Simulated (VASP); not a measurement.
# Cs (I4/mmm) in VASP: a series of runs

Cs is run at these levels: PBE; tasks: single point.

Everything below comes from runs of VASP 6.6.1. Logs are shortened: lines on timing, memory, paths and dates and some standing lists are left out, and cuts for length are marked.

## (1) The cell of the first run

The structure is tetragonal, space group I4/mmm (No. 139). The conventional cell has a = 6.045 Å, b = 6.045 Å, c = 5.924 Å, α = 90.00°, β = 90.00°, γ = 90.00°.

## (2) Single point, PBE (strain -0.0200 x Voigt [0, 1, 0, 0, 0, 0])

The input, INCAR:

```
SYSTEM = Cs
PREC = Accurate ; ENCUT = 520
EDIFF = 1E-7 ; ISMEAR = 0
SIGMA = 0.15 ; LREAL = .False.
LASPH = .True. ; NELM = 100
ALGO = Fast ; ISIF = 2
LWAVE = .False. ; LCHARG = .False.
GGA = PE ; NBANDS = 10
```

The input, KPOINTS:

```
regular mesh
0
Gamma
  12 12 12
  0 0 0
```

The input, POSCAR:

```
Cs
1.0
   -3.0225000000      2.9620500000      3.0225000000
    3.0225000000     -2.9620500000      3.0225000000
    3.0225000000      2.9620500000     -3.0225000000
Cs
1
Direct
    0.0000000000      0.0000000000      0.0000000000
```

Potentials or basis: VASP PAW PBE potentials, release 64 (Cs_sv).

Command:

```console
$ cat potpaw_PBE.64/Cs_sv/POTCAR > POTCAR
$ mpirun -np 1 vasp_std > vasp.out
```

OUTCAR:

```text
SYSTEM = Cs
   PREC = Accurate
   ENCUT = 520
   EDIFF = 1E-7
   ISMEAR = 0
   LREAL = .False.
   LASPH = .True.
   NELM = 100
   ISIF = 2
   GGA = PE

 ion  position               nearest neighbor table
   1  0.000  0.000  0.000-

  LATTYP: Found a body centered tetragonal cell.
 ALAT       =     6.0450000000
 C/A-ratio  =     0.9800000000

  Lattice vectors:

 A1 = (  -3.0225000000,  -2.9620500000,   3.0225000000)
 A2 = (   3.0225000000,  -2.9620500000,  -3.0225000000)
 A3 = (   3.0225000000,   2.9620500000,   3.0225000000)

Analysis of symmetry for initial positions (statically):
=====================================================================
 Subroutine PRICEL returns:
 Original cell was already a primitive cell.

 Routine SETGRP: Setting up the symmetry group for a
 body centered tetragonal supercell.

 Subroutine GETGRP returns: Found 16 space group operations
 (whereof 16 operations were pure point group operations)
 out of a pool of 16 trial point group operations.

The static configuration has the point symmetry D_4h.

Analysis of symmetry for dynamics (positions and initial velocities):
=====================================================================
 Subroutine PRICEL returns:
 Original cell was already a primitive cell.

 Routine SETGRP: Setting up the symmetry group for a
 body centered tetragonal supercell.

 Subroutine GETGRP returns: Found 16 space group operations
 (whereof 16 operations were pure point group operations)
 out of a pool of 16 trial point group operations.

The dynamic configuration has the point symmetry D_4h.

 Subroutine INISYM returns: Found 16 space group operations
 (whereof 16 operations are pure point group operations),
 and found     1 'primitive' translations

----------------------------------------------------------------------------------------

                                     Primitive cell

  volume of cell :     108.2393

  direct lattice vectors                    reciprocal lattice vectors
    -3.022500000  2.962050000  3.022500000     0.000000000  0.168802012  0.165425972
     3.022500000 -2.962050000  3.022500000     0.165425972  0.000000000  0.165425972
     3.022500000  2.962050000 -3.022500000     0.165425972  0.168802012  0.000000000

  length of vectors
     5.200456971  5.200456971  5.200456971     0.236346930  0.233947653  0.236346930

  position of ions in fractional coordinates (direct lattice)
     0.000000000  0.000000000  0.000000000

  ion indices of the primitive-cell ions
   primitive index   ion index
[... 73 lines left out ...]
   EDIFF  = 0.1E-06   stopping-criterion for ELM
   LREAL  =      F    real-space projection
   EDIFFG = 0.1E-05   stopping-criterion for IOM
   NSW    =      0    number of steps for IOM
   IBRION =     -1    ionic relax: 0-MD 1-quasi-New 2-CG
   NFREE  =      0    steps in history (QN), initial steepest desc. (CG)
   ISIF   =      2    stress and relaxation
   ISYM   =      2    0-nonsym 1-usesym 2-fastsym
   POTIM  = 0.5000    time-step for ionic-motion
   TEBEG  =    0.0;   TEEND  =   0.0 temperature during run
   PSTRESS=    0.0 pullay stress
   NELECT =       9.0000    total number of electrons
   NUPDOWN=      -1.0000    fix difference up-down
   EMIN   =  10.00;   EMAX   =-10.00  energy-range for DOS
   EFERMI =   0.00;   METHOD = LEGACY
   ISMEAR =     0;   SIGMA  =   0.15  broadening in eV -4-tet -1-fermi 0-gaus
   EFERMI_NEDOS =   21; number of points for ismear=-14 and -15
   IALGO  =     68    algorithm
   IMIX   =      4    mixing-type and parameters
     AMIX     =   0.40;   BMIX     =  1.00
     AMIX_MAG =   1.60;   BMIX_MAG =  1.00
  volume/ion in A,a.u.               =     108.24       730.43
  Fermi-wavevector in a.u.,A,eV,Ry     =   0.714541  1.350287  6.946717  0.510569
  Thomas-Fermi vector in A             =   1.802468
   LORBIT       =      0    0 simple, 1 ext, 2 COOP (PROOUT), +10 PAW based schemes
   GGA     = PE    functional components
   LHFCALC =     F    Hartree Fock is set to
   AEXX    =    0.0000 exact exchange contribution
   IVDW    =     0    specifies the selected vdW correction
   LEPSILON=     F    determine dielectric tensor
   LRPA    =     F    only Hartree local field effects (RPA)
 non-spin polarized calculation
 RMM-DIIS sequential band-by-band and
 Gauss-broadening in eV      SIGMA  =   0.15
  energy-cutoff  :      520.00
  volume of cell :      108.24
 maximum number of plane-waves:      2939
   NGX = 19   NGY = 19   NGZ = 19

 number of electron       8.9999998 magnetization

 Free energy of the ion-electron system (eV)
  ---------------------------------------------------
  ext. energy  EPLUGINS =         0.00000000
  ---------------------------------------------------
  free energy    TOTEN  =        -0.85273310 eV

  energy without entropy =       -0.83635949  energy(sigma->0) =       -0.84454629

 E-fermi :   0.6102     XC(G=0):  -5.5616

 val. band max:        0.6057676802   @ k =   0.0000   0.5000   0.0000
 cond. band min:       0.6125406168   @ k =   0.0833   0.4167   0.0000
 fundamental gap:      0.0067729366
 Fermi energy:         0.6101586251

 k-point     1 :       0.0000    0.0000    0.0000
  band No.  band energies     occupation
      1     -23.2155      2.00000
      2      -9.9483      2.00000
      3      -9.9483      2.00000
      4      -9.9482      2.00000
      5      -1.1296      2.00000
      6       3.0812      0.00000
      7       3.1700      0.00000
      8       3.1700      0.00000
      9       3.9771      0.00000
     10       4.1044      0.00000
[... 287 lines left out ...]
 k-point    24 :       0.4167    0.1667    0.0000
  band No.  band energies     occupation
      1     -23.2060      2.00000
      2     -10.1019      2.00000
      3     -10.0192      2.00000
      4      -9.9629      2.00000
      5       0.8782      0.01149
      6       1.5340      0.00000
      7       2.0718      0.00000
      8       3.7471      0.00000
      9       4.5048      0.00000
     10       4.9094      0.00000

 [... further k-points ...]
[... 5 lines left out ...]
  --------------------------------------------------------------------------------------
  -------------------------------------------------------------------------------------
  Total        0.1099304      0.1146630      0.1099304      0.0000000      0.0000000      0.0000000
  in kB        1.6272091      1.6972626      1.6272091      0.0000000      0.0000000      0.0000000
  external PRESSURE =       1.6505603 kB  Pullay stress =       0.0000000 kB

 VOLUME and BASIS-vectors are now :
 -----------------------------------------------------------------------------
  energy-cutoff  :      520.00
  volume of cell :      108.24
      direct lattice vectors                 reciprocal lattice vectors
    -3.022500000  2.962050000  3.022500000     0.000000000  0.168802012  0.165425972
     3.022500000 -2.962050000  3.022500000     0.165425972  0.000000000  0.165425972
     3.022500000  2.962050000 -3.022500000     0.165425972  0.168802012  0.000000000

 POSITION                                       TOTAL-FORCE (eV/Angst)
 -----------------------------------------------------------------------------------
      0.00000      0.00000      0.00000        -0.000000      0.000000     -0.000000
 -----------------------------------------------------------------------------------
    total drift:                               -0.000000     -0.000000     -0.000000

  FREE ENERGIE OF THE ION-ELECTRON SYSTEM (eV)
  ---------------------------------------------------
  free  energy   TOTEN  =        -0.8527331004 eV

  energy  without entropy=       -0.8363594859  energy(sigma->0) =       -0.84454629
```

stdout:

```text
POSCAR found type information on POSCAR Cs
 POSCAR found :  1 types and       1 ions
 scaLAPACK will be used
 LDA part: xc-table for (Slater+PW92), standard interpolation
 POSCAR, INCAR and KPOINTS ok, starting setup
 FFT: planning ... GRIDC
 FFT: planning ... GRID_SOFT
 FFT: planning ... GRID
 WAVECAR not read
 entering main loop
```

It took 2.2 min on 1 thread of Intel Xeon Platinum 8259CL at 2.50GHz (Skylake/Cascade Lake), shared host; peak memory 0.34 GiB.

Results:

| Quantity | Value |
| --- | --- |
| Free energy | -0.8527 eV |
| Pressure | 0.2 GPa |

Caveat: the cell differs from its parent crystal (strain -0.0200 x Voigt [0, 1, 0, 0, 0, 0]); spin-orbit coupling is left out, which moves the levels of the heavy elements.

## (3) Single point, PBE (strain -0.0150 x Voigt [0, 1, 0, 0, 0, 0])

The input, INCAR:

```
SYSTEM = Cs
PREC = Accurate
ENCUT = 520
EDIFF = 1E-6
ISMEAR = 0
SIGMA = 0.15
LREAL = .False.
LASPH = .True.
NELM = 80
ALGO = Fast
ISIF = 2
LWAVE = .False.
LCHARG = .True.
GGA = PE
LELF = .True.
LVHAR = .True.
NBANDS = 10
```

The input, KPOINTS:

```
Automatic mesh
0
Gamma
  12 12 12
  0 0 0
```

The input, POSCAR:

```
Cs
1.0
   -3.0225000000      2.9771625000      3.0225000000
    3.0225000000     -2.9771625000      3.0225000000
    3.0225000000      2.9771625000     -3.0225000000
Cs
1
Direct
    0.0000000000      0.0000000000      0.0000000000
```

Potentials or basis: VASP PAW PBE potentials, release 64 (Cs_sv).

Command:

```console
$ cat potpaw_PBE.64/Cs_sv/POTCAR > POTCAR
$ mpirun -np 1 vasp_std > vasp.out
```

Run time: 1.8 min. Hardware: 1 thread of Intel Xeon Platinum 8259CL at 2.50GHz (Skylake/Cascade Lake), shared host; peak memory 0.35 GiB.

The run converged. Its results:

```
Free energy : -0.8533 eV
Pressure    : 0.1 GPa
```

Levels at points of the mesh, in eV from the Fermi level:
| k point | band 1 | band 2 | band 3 | band 4 | band 5 | band 6 | band 7 | band 8 | band 9 |
| --- | --- | --- | --- | --- | --- | --- | --- | --- | --- |
| (0.00, 0.00, 0.00) | -23.83 | -10.56 | -10.56 | -10.56 | -1.73 | 2.48 | 2.55 | 2.55 | 3.38 |
| (0.50, 0.00, 0.00) | -23.82 | -10.73 | -10.62 | -10.56 | 0.02 | 0.95 | 1.61 | 3.30 | 3.92 |
| (0.00, 0.50, 0.00) | -23.82 | -10.73 | -10.61 | -10.56 | 0.00 | 0.91 | 1.68 | 3.23 | 3.87 |
| (0.50, 0.50, 0.50) | -23.81 | -10.68 | -10.68 | -10.68 | 0.58 | 0.61 | 3.12 | 3.12 | 3.24 |

Caveat: the cell differs from its parent crystal (strain -0.0150 x Voigt [0, 1, 0, 0, 0, 0]); spin-orbit coupling is left out, which moves the levels of the heavy elements.

## (4) Single point, PBE (strain -0.0100 x Voigt [0, 1, 0, 0, 0, 0])

The input, INCAR:

```
SYSTEM = Cs
PREC     = Accurate       ! precision mode
ENCUT    = 520            ! plane-wave cutoff, eV
EDIFF    = 1E-6           ! SCF threshold, eV
ISMEAR   = 0              ! smearing method
SIGMA    = 0.15           ! smearing width, eV
LREAL    = .False.        ! projectors in reciprocal space
LASPH    = .True.         ! aspherical terms in the spheres
NELM     = 60             ! most SCF steps
ALGO     = Fast           ! electronic algorithm
ISIF     = 2              ! what is computed and relaxed
LWAVE    = .False.        ! write WAVECAR
LCHARG   = .False.        ! write CHGCAR
GGA      = PE             ! functional
NBANDS   = 10             ! bands
```

The input, KPOINTS:

```
regular mesh
0
Gamma
  12 12 12
  0 0 0
```

The input, POSCAR:

```
Cs
1.0
   -3.0225000000      2.9922750000      3.0225000000
    3.0225000000     -2.9922750000      3.0225000000
    3.0225000000      2.9922750000     -3.0225000000
Cs
1
Direct
    0.0000000000      0.0000000000      0.0000000000
```

Command:

```console
$ cat potpaw_PBE.64/Cs_sv/POTCAR > POTCAR
$ mpirun -np 1 vasp_std > vasp.out
```

Wall time 1.9 min (1 thread of Intel Xeon Platinum 8259CL at 2.50GHz (Skylake/Cascade Lake), shared host); peak memory 0.34 GiB.

Results (log left out):

```yaml
Free_energy: -0.8539 eV
Pressure: 0.1 GPa
```

Levels at points of the mesh, in eV from the Fermi level:
| k point | band 1 | band 2 | band 3 | band 4 | band 5 | band 6 | band 7 | band 8 | band 9 |
| --- | --- | --- | --- | --- | --- | --- | --- | --- | --- |
| (0.00, 0.00, 0.00) | -23.83 | -10.56 | -10.56 | -10.56 | -1.73 | 2.49 | 2.54 | 2.54 | 3.39 |
| (0.50, 0.00, 0.00) | -23.82 | -10.73 | -10.62 | -10.57 | 0.02 | 0.94 | 1.62 | 3.29 | 3.91 |
| (0.00, 0.50, 0.00) | -23.82 | -10.73 | -10.62 | -10.56 | 0.01 | 0.91 | 1.67 | 3.24 | 3.87 |
| (0.50, 0.50, 0.50) | -23.81 | -10.68 | -10.68 | -10.68 | 0.59 | 0.61 | 3.12 | 3.12 | 3.20 |

Caveat: the cell differs from its parent crystal (strain -0.0100 x Voigt [0, 1, 0, 0, 0, 0]); spin-orbit coupling is left out, which moves the levels of the heavy elements.

## (5) The runs side by side

```csv
cell,further INCAR settings,gap on the mesh (eV),pressure (GPa)
"a = 5.200 Å, angles 108.9, 110.6, 108.9°, 1 atom",ALGO = Fast; EDIFF = 1e-07; NBANDS = 10,none,0.2
"a = 5.209 Å, angles 109.1, 110.3, 109.1°, 1 atom",ALGO = Fast; EDIFF = 1e-06; NBANDS = 10,none,0.1
"a = 5.218 Å, angles 109.2, 110.0, 109.2°, 1 atom",ALGO = Fast; EDIFF = 1e-06; NBANDS = 10,none,0.1
```

Alike in all rows: task single point; level PBE; potentials or basis VASP PAW PBE potentials, release 64 (Cs_sv); no spin polarisation; k mesh 12 × 12 × 12; cutoff (eV) 520; smearing gaussian 0.15 eV.

Caveats: spin-orbit coupling is left out, which moves the levels of the heavy elements.

Absolute energies hang on the potentials; compare differences alone.
